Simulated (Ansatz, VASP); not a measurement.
## Eu: VASP beside Ansatz

```xyz
1
Lattice="-2.1940 2.1940 2.1940 2.1940 -2.1940 2.1940 2.1940 2.1940 -2.1940" Properties=species:S:1:pos:R:3 pbc="T T T"
Eu    0.0000    0.0000    0.0000
```

Alike in both runs: task single point; functional PBE; k mesh 10 × 10 × 10; occupations fermi-dirac, width 0.05 eV; collinear spin.

```csv
,VASP,Ansatz
version,VASP 6.6.1,Ansatz 0.2.0
potentials or method,"VASP PAW PBE potentials, release 64 (Eu), cutoff 520 eV","plane waves (420 eV) with PAW, scalar-relativistic"
valence electrons in the cell,17,17
```

|  | VASP | Ansatz | Ansatz less VASP |
| --- | --- | --- | --- |
| pressure (GPa) | -0.3 | 0.0 | +0.24 |
| net moment per atom (μB) | 7.30 | 7.31 | +0.009 |
| size of the moment on the site where the two differ most (μB) | 6.68 | 7.04 | +0.362 |

Site moments also hang on the region over which each program counts them.

Spin-orbit coupling is off throughout.
